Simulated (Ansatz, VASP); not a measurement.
**One calculation of K, two programs**

```
CELL_PARAMETERS angstrom
-2.69756 2.69756 2.69756
2.69756 -2.69756 2.69756
2.69756 2.69756 -2.69756
ATOMIC_POSITIONS crystal
K 0.00000 0.00000 0.00000
```

Alike in both runs: task electric field gradients; functional PBEsol; k mesh 10 × 10 × 10; occupations fermi-dirac, width 0.05 eV; no spin polarisation.

|  | VASP | Ansatz |
| --- | --- | --- |
| version | VASP 6.6.1 | Ansatz 0.2.0 |
| potentials or method | VASP PAW PBE potentials, release 64 (K_sv) | PAW with Ansatz's default frozen-core files, scalar-relativistic |
| plane-wave cutoff (eV) | 400 | 420 |
| valence electrons in the cell | 9 | 9 |

```csv
,VASP,Ansatz,Ansatz less VASP
pressure (GPa),-0.3,-0.3,+0.01
```

VASP's potentials were made for PBE, not for PBEsol.
